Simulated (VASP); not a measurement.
Wanted: the native input for a VASP 6.6.1 run.

| Quantity | Value |
| --- | --- |
| Task | single point |
| Functional | PBEsol |
| Potentials or basis | VASP PAW PBE potentials, release 64 (Al, Cu) |
| Cutoff | 520 eV |
| k mesh | 12 × 12 × 12 |
| Occupations | gaussian, width 0.1 eV |
| Spin | no spin polarisation |
| Dipole correction | no |
| Further INCAR settings | ALGO = Fast; EDIFF = 1e-06; NBANDS = 26 |

The structure of AlCu3 lies in POSCAR:

```
AlCu3
1.0
    0.0000000000      2.8543425110      2.8543425110
    2.8543425110      0.0000000000      2.8543425110
    2.8543425110      2.8543425110      0.0000000000
Al Cu
1 3
Direct
    0.0000000000      0.0000000000      0.0000000000
    0.5000000000      0.5000000000      0.5000000000
    0.2500000000      0.2500000000      0.2500000000
    0.7500000000      0.7500000000      0.7500000000
```

These files were run (other wordings do the same):

INCAR

```
  PREC = Accurate
  ENCUT = 520
  EDIFF = 1E-6
  ISMEAR = 0
  SIGMA = 0.1
  LREAL = False
  LASPH = True
  NELM = 100
  ALGO = Fast
  ISIF = 2
  LWAVE = False
  LCHARG = True
  GGA = PS
  LELF = True
  LVHAR = True
  NBANDS = 26
```

KPOINTS

```
regular mesh
0
Gamma
  12 12 12
```

Potentials or basis: VASP PAW PBE potentials, release 64 (Al, Cu).

Launch:

```console
$ cat potpaw_PBE.64/Al/POTCAR potpaw_PBE.64/Cu/POTCAR > POTCAR
$ mpirun -np 1 vasp_std > vasp.out
```

Results of the run:

```json
{"Pressure": "5.5 GPa", "Band gap on the k mesh": "zero (bands 18 and 19 overlap by 5.95 eV)"}
```

Caveat: the cell stands under pressure; the PAW data sets were made with another functional, which shifts forces and pressure a little.

Wall time 78 s on 1 thread of Intel(R) Xeon(R) Platinum 8488C (Sapphire Rapids), on a shared host, peak memory 0.2 GiB.
